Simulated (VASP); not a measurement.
# Ce3GaI3 (Pm-3m) in VASP: settings compared

Aim: see how the results for Ce3GaI3 move with the level of theory and the settings. Levels: revPBE, r2SCAN, r2SCAN+U. Tasks: single point.

Everything below comes from runs of VASP 6.6.1. Logs are shortened: lines on timing, memory, paths and dates and some standing lists are left out, and cuts for length are marked.

**1. The cell of the first run**

The structure is cubic, space group Pm-3m (No. 221). Conventional cell: a = 6.397 Å, b = 6.397 Å, c = 6.397 Å, α = 90.00°, β = 90.00°, γ = 90.00°. Within 4.2 Å of Ce (site symmetry 4/mmm) lie 2 Ga at 3.20 Å and 4 I at 3.20 Å. Ga (site symmetry m-3m) has 6 Ce at 3.20 Å within 4.2 Å. I (site symmetry 4/mmm) has 4 Ce at 3.20 Å within 4.2 Å.

**2. Single point, revPBE**

File INCAR:

```
SYSTEM = Ce3GaI3
PREC = Accurate
ENCUT = 520
EDIFF = 1E-6
ISMEAR = 0
SIGMA = 0.0481
LREAL = .False.
LASPH = .True.
NELM = 60
ALGO = Normal
ISIF = 2
LWAVE = .False.
LCHARG = .False.
GGA = RE
NBANDS = 44
```

File KPOINTS:

```
regular mesh
0
Gamma
  3 3 3
  0 0 0
```

File POSCAR:

```
Ce3GaI3
1.0
    6.3973890000      0.0000000000      0.0000000000
    0.0000000000      6.3973890000      0.0000000000
    0.0000000000      0.0000000000      6.3973890000
Ce Ga I
3 1 3
Direct
    0.5000000000      0.5000000000      0.0000000000
    0.0000000000      0.5000000000      0.5000000000
    0.5000000000      0.0000000000      0.5000000000
    0.5000000000      0.5000000000      0.5000000000
    0.5000000000      0.0000000000      0.0000000000
    0.0000000000      0.5000000000      0.0000000000
    0.0000000000      0.0000000000      0.5000000000
```

Potentials or basis: VASP PAW PBE potentials, release 64 (Ce, Ga_d, I).

On the command line:

```sh
$ cat potpaw_PBE.64/Ce/POTCAR potpaw_PBE.64/Ga_d/POTCAR potpaw_PBE.64/I/POTCAR > POTCAR
$ mpirun -np 1 vasp_std > vasp.out
```

OUTCAR:

```text
SYSTEM = Ce3GaI3
   PREC = Accurate
   ENCUT = 520
   EDIFF = 1E-6
   ISMEAR = 0
   LREAL = .False.
   LASPH = .True.
   NELM = 60
   ISIF = 2
   GGA = RE

 ion  position               nearest neighbor table
   1  0.500  0.500  0.000-   5 3.20   6 3.20   5 3.20   6 3.20
   2  0.000  0.500  0.500-   6 3.20   7 3.20   6 3.20   7 3.20
   3  0.500  0.000  0.500-   5 3.20   7 3.20   5 3.20   7 3.20
   4  0.500  0.500  0.500-
   5  0.500  0.000  0.000-   1 3.20   3 3.20   3 3.20   1 3.20
   6  0.000  0.500  0.000-   1 3.20   2 3.20   2 3.20   1 3.20
   7  0.000  0.000  0.500-   2 3.20   3 3.20   2 3.20   3 3.20

  LATTYP: Found a simple cubic cell.
 ALAT       =     6.3973890000

  Lattice vectors:

 A1 = (   6.3973890000,   0.0000000000,   0.0000000000)
 A2 = (   0.0000000000,   6.3973890000,   0.0000000000)
 A3 = (   0.0000000000,   0.0000000000,   6.3973890000)

Analysis of symmetry for initial positions (statically):
=====================================================================
 Subroutine PRICEL returns:
 Original cell was already a primitive cell.

 Routine SETGRP: Setting up the symmetry group for a
 simple cubic supercell.

 Subroutine GETGRP returns: Found 48 space group operations
 (whereof 48 operations were pure point group operations)
 out of a pool of 48 trial point group operations.

The static configuration has the point symmetry O_h .

Analysis of symmetry for dynamics (positions and initial velocities):
=====================================================================
 Subroutine PRICEL returns:
 Original cell was already a primitive cell.

 Routine SETGRP: Setting up the symmetry group for a
 simple cubic supercell.

 Subroutine GETGRP returns: Found 48 space group operations
 (whereof 48 operations were pure point group operations)
 out of a pool of 48 trial point group operations.

The dynamic configuration has the point symmetry O_h .

 Subroutine INISYM returns: Found 48 space group operations
 (whereof 48 operations are pure point group operations),
 and found     1 'primitive' translations

----------------------------------------------------------------------------------------

                                     Primitive cell

  volume of cell :     261.8233

  direct lattice vectors                    reciprocal lattice vectors
     6.397389000  0.000000000  0.000000000     0.156313771  0.000000000  0.000000000
     0.000000000  6.397389000  0.000000000     0.000000000  0.156313771  0.000000000
     0.000000000  0.000000000  6.397389000     0.000000000  0.000000000  0.156313771

  length of vectors
     6.397389000  6.397389000  6.397389000     0.156313771  0.156313771  0.156313771

  position of ions in fractional coordinates (direct lattice)
     0.500000000  0.500000000  0.000000000
     0.000000000  0.500000000  0.500000000
     0.500000000  0.000000000  0.500000000
     0.500000000  0.500000000  0.500000000
     0.500000000  0.000000000  0.000000000
     0.000000000  0.500000000  0.000000000
     0.000000000  0.000000000  0.500000000

  ion indices of the primitive-cell ions
   primitive index   ion index
                 1           1
                 2           2
                 3           3
                 4           4
                 5           5
                 6           6
                 7           7

----------------------------------------------------------------------------------------

 KPOINTS: regular mesh

Automatic generation of k-mesh.
 Grid dimensions read from file:
 generate k-points for:    3    3    3

 Generating k-lattice:

  Cartesian coordinates                     Fractional coordinates (reciprocal lattice)
     0.052104590  0.000000000  0.000000000     0.333333333  0.000000000  0.000000000
     0.000000000  0.052104590  0.000000000     0.000000000  0.333333333  0.000000000
     0.000000000  0.000000000  0.052104590     0.000000000  0.000000000  0.333333333

  Length of vectors
     0.052104590  0.052104590  0.052104590

  Shift w.r.t. Gamma in fractional coordinates (k-lattice)
     0.000000000  0.000000000  0.000000000

 Subroutine IBZKPT returns following result:
 ===========================================

 Found      4 irreducible k-points:

 Following reciprocal coordinates:
            Coordinates               Weight
  0.000000  0.000000  0.000000      1.000000
  0.333333  0.000000  0.000000      6.000000
  0.333333  0.333333  0.000000     12.000000
  0.333333  0.333333  0.333333      8.000000
   k-points           NKPTS =      4   k-points in BZ     NKDIM =      4   number of bands    NBANDS=     44
   number of dos      NEDOS =    301   number of ions     NIONS =      7
   total plane-waves  NPLWV = 110592
   dimension x,y,z NGX =    48 NGY =   48 NGZ =   48
   dimension x,y,z NGXF=    96 NGYF=   96 NGZF=   96
   ions per type =               3   1   3
   NGX,Y,Z   is equivalent  to a cutoff of  12.47, 12.47, 12.47 a.u.
   NGXF,Y,Z  is equivalent  to a cutoff of  24.95, 24.95, 24.95 a.u.
 SYSTEM =  Ce3GaI3
   PREC   = accura    normal or accurate (medium, high low for compatibility)
   ISTART =      0    job   : 0-new  1-cont  2-samecut
   ICHARG =      2    charge: 1-file 2-atom 10-const
   ISPIN  =      1    spin polarized calculation?
   LNONCOLLINEAR =      F non collinear calculations
   LSORBIT =      F    spin-orbit coupling
   LASPH  =      T    aspherical Exc in radial PAW
   ENCUT  =  520.0 eV  38.22 Ry    6.18 a.u.  11.89 11.89 11.89*2*pi/ulx,y,z
   NELM   =     60;   NELMIN=  2; NELMDL= -5     # of ELM steps
   EDIFF  = 0.1E-05   stopping-criterion for ELM
   LREAL  =      F    real-space projection
   EDIFFG = 0.1E-04   stopping-criterion for IOM
   NSW    =      0    number of steps for IOM
   IBRION =     -1    ionic relax: 0-MD 1-quasi-New 2-CG
   NFREE  =      0    steps in history (QN), initial steepest desc. (CG)
   ISIF   =      2    stress and relaxation
   ISYM   =      2    0-nonsym 1-usesym 2-fastsym
   POTIM  = 0.5000    time-step for ionic-motion
   TEBEG  =    0.0;   TEEND  =   0.0 temperature during run
   PSTRESS=    0.0 pullay stress
   NELECT =      70.0000    total number of electrons
   NUPDOWN=      -1.0000    fix difference up-down
   EMIN   =  10.00;   EMAX   =-10.00  energy-range for DOS
   EFERMI =   0.00;   METHOD = LEGACY
   ISMEAR =     0;   SIGMA  =   0.05  broadening in eV -4-tet -1-fermi 0-gaus
   EFERMI_NEDOS =   21; number of points for ismear=-14 and -15
   IALGO  =     38    algorithm
   IMIX   =      4    mixing-type and parameters
     AMIX     =   0.40;   BMIX     =  1.00
     AMIX_MAG =   1.60;   BMIX_MAG =  1.00
  volume/ion in A,a.u.               =      37.40       252.41
  Fermi-wavevector in a.u.,A,eV,Ry     =   1.054641  1.992983 15.133327  1.112268
  Thomas-Fermi vector in A             =   2.189809
   LORBIT       =      0    0 simple, 1 ext, 2 COOP (PROOUT), +10 PAW based schemes
   GGA     = RE    functional components
   LHFCALC =     F    Hartree Fock is set to
   AEXX    =    0.0000 exact exchange contribution
   IVDW    =     0    specifies the selected vdW correction
   LEPSILON=     F    determine dielectric tensor
   LRPA    =     F    only Hartree local field effects (RPA)
 non-spin polarized calculation
 Gauss-broadening in eV      SIGMA  =   0.05
  energy-cutoff  :      520.00
  volume of cell :      261.82
 maximum number of plane-waves:      7076
 NGX is ok and might be reduce to    48
   NGX = 23   NGY = 23   NGZ = 23

 number of electron      69.9999995 magnetization

 Free energy of the ion-electron system (eV)
  ---------------------------------------------------
  ext. energy  EPLUGINS =         0.00000000
  ---------------------------------------------------
  free energy    TOTEN  =       -28.93140761 eV

  energy without entropy =      -28.86084317  energy(sigma->0) =      -28.89612539

 E-fermi :   5.7506     XC(G=0):  -8.7155

 val. band max:        5.7497157760   @ k =   0.3333   0.3333   0.0000
 cond. band min:       5.7544462945   @ k =   0.3333   0.3333   0.3333
 fundamental gap:      0.0047305185
 Fermi energy:         5.7505820478

 k-point     1 :       0.0000    0.0000    0.0000
  band No.  band energies     occupation
      1     -29.5048      2.00000
      2     -29.4890      2.00000
      3     -29.4890      2.00000
      4     -12.5410      2.00000
      5     -12.5410      2.00000
      6     -12.5410      2.00000
[... 36 lines left out ...]
     43       5.9304      0.00000
     44       5.9317      0.00000

 k-point     2 :       0.3333    0.0000    0.0000
  band No.  band energies     occupation
      1     -29.5014      2.00000
      2     -29.4923      2.00000
      3     -29.4891      2.00000
      4     -12.5906      2.00000
      5     -12.5608      2.00000
      6     -12.5291      2.00000
[... 36 lines left out ...]
     43       5.9094      0.00000
     44       5.9384      0.00000

 k-point     3 :       0.3333    0.3333    0.0000
  band No.  band energies     occupation
      1     -29.4985      2.00000
      2     -29.4928      2.00000
      3     -29.4911      2.00000
      4     -12.6980      2.00000
      5     -12.5752      2.00000
      6     -12.5749      2.00000
[... 36 lines left out ...]
     43       5.8997      0.00001
     44       5.9071      0.00000

 k-point     4 :       0.3333    0.3333    0.3333
  band No.  band energies     occupation
      1     -29.4967      2.00000
      2     -29.4929      2.00000
      3     -29.4929      2.00000
      4     -12.7009      2.00000
      5     -12.6947      2.00000
      6     -12.6947      2.00000
[... 36 lines left out ...]
     43       5.8789      0.00016
     44       5.8859      0.00007

------------------------ aborting loop because EDIFF is reached ----------------------------------------

  FORCE on cell =-STRESS in cart. coord.  units (eV):
  Direction    XX          YY          ZZ          XY          YZ          ZX
  --------------------------------------------------------------------------------------
  -------------------------------------------------------------------------------------
  Total       -1.9037477     -1.9037477     -1.9037477      0.0000000      0.0000000      0.0000000
  in kB      -11.6496183    -11.6496183    -11.6496183      0.0000000      0.0000000      0.0000000
  external PRESSURE =     -11.6496183 kB  Pullay stress =       0.0000000 kB

 VOLUME and BASIS-vectors are now :
 -----------------------------------------------------------------------------
  energy-cutoff  :      520.00
  volume of cell :      261.82
      direct lattice vectors                 reciprocal lattice vectors
     6.397389000  0.000000000  0.000000000     0.156313771  0.000000000  0.000000000
     0.000000000  6.397389000  0.000000000     0.000000000  0.156313771  0.000000000
     0.000000000  0.000000000  6.397389000     0.000000000  0.000000000  0.156313771

 POSITION                                       TOTAL-FORCE (eV/Angst)
 -----------------------------------------------------------------------------------
      3.19869      3.19869      0.00000         0.000000      0.000000      0.000000
      0.00000      3.19869      3.19869         0.000000      0.000000      0.000000
      3.19869      0.00000      3.19869         0.000000      0.000000      0.000000
      3.19869      3.19869      3.19869         0.000000      0.000000      0.000000
      3.19869      0.00000      0.00000         0.000000      0.000000      0.000000
      0.00000      3.19869      0.00000         0.000000      0.000000      0.000000
      0.00000      0.00000      3.19869         0.000000      0.000000      0.000000
 -----------------------------------------------------------------------------------
    total drift:                                0.000000     -0.000000     -0.000000

  FREE ENERGIE OF THE ION-ELECTRON SYSTEM (eV)
  ---------------------------------------------------
  free  energy   TOTEN  =       -28.9314076128 eV

  energy  without entropy=      -28.8608431744  energy(sigma->0) =      -28.89612539
```

Wall time 8.5 min (1 thread of Intel Xeon 8259CL, shared host); peak memory 0.35 GiB.

Results:

```yaml
Free_energy: -28.9314 eV
Pressure: -1.2 GPa
Band_gap_on_the_k_mesh: zero (bands 35 and 36 overlap by 0.14 eV)
```

Levels at points of the mesh, in eV from the Fermi level:
| k point | band 33 | band 34 | band 35 | band 36 | band 37 | band 38 |
| --- | --- | --- | --- | --- | --- | --- |
| (0.00, 0.00, 0.00) | -0.76 | -0.14 | -0.14 | -0.14 | 0.06 | 0.17 |

Caveat: the PAW data sets were made with another functional, which shifts forces and pressure a little; spin-orbit coupling is left out, which moves the levels of the heavy elements; the run has no spin polarisation, though such a crystal can be magnetic; semilocal functionals describe open f shells poorly, which spoils levels, moments and volumes.

(Continued in part 2 of 2.)

The gap in the log of VASP goes by the Fermi energy; the results here count the filled bands.